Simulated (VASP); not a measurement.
NaCl: relaxation of cell and atoms with PBE

The system is NaCl.

```
CELL_PARAMETERS angstrom
1.97700 -3.42595 0.00000
1.97700 3.42595 0.00000
0.00000 0.00000 6.84296
ATOMIC_POSITIONS crystal
Na 0.50000 0.50000 0.50000
Na 0.50000 0.50000 0.00000
Cl 0.83339 0.16661 0.25000
Cl 0.16661 0.83339 0.75000
```

* Program: VASP 6.6.1
* Task: relaxation of cell and atoms
* Functional: PBE
* Potentials or basis: VASP PAW PBE potentials, release 64 (Na_pv, Cl)
* Cutoff: 600 eV
* k mesh: 8 × 8 × 4
* Occupations: gaussian, width 0.02 eV
* Spin: no spin polarisation
* Dipole correction: no
* Further INCAR settings: ALGO = Normal; EDIFF = 1e-06; IBRION = 2; EDIFFG = -0.01; NSW = 100; ISIF = 3

The pressure after relaxing is 0.0 GPa and the band gap on the k mesh is 4.89 eV.

Final structure:
```
Na Cl
1.0
     1.97700   -3.42595    0.00000
     1.97700    3.42595    0.00000
     0.00000    0.00000    6.84296
Na Cl
2 2
Direct
  0.50000 0.50000 0.50000
  0.50000 0.50000 0.00000
  0.83339 0.16661 0.25000
  0.16661 0.83339 0.75000
```

Levels at points of the mesh, in eV from the valence-band top:
```csv
k point,band 11,band 12,band 13,band 14,band 15,band 16,band 17,band 18
"(0.00, 0.00, 0.00)",-0.20,-0.20,0.00,0.00,4.89,7.27,9.90,10.19
"(0.50, 0.00, 0.00)",-1.03,-0.60,-0.53,-0.29,7.58,7.92,8.11,9.67
"(0.50, 0.50, 0.00)",-1.03,-0.60,-0.53,-0.29,7.58,7.93,8.11,9.67
"(0.00, 0.00, 0.50)",-0.10,-0.10,-0.10,-0.10,6.33,6.33,9.64,9.64
"(0.50, 0.00, 0.50)",-0.61,-0.61,-0.42,-0.42,7.39,7.39,8.95,8.95
"(0.50, 0.50, 0.50)",-0.61,-0.61,-0.41,-0.41,7.39,7.39,8.95,8.95
```

It took 2.2 min on 1 thread of Oxide Virtual Turin-like Processor, on a shared host, peak memory 0.24 GiB.

Caveat: the relaxation stopped at its first step, so nothing moved. A k mesh can miss the band edges.
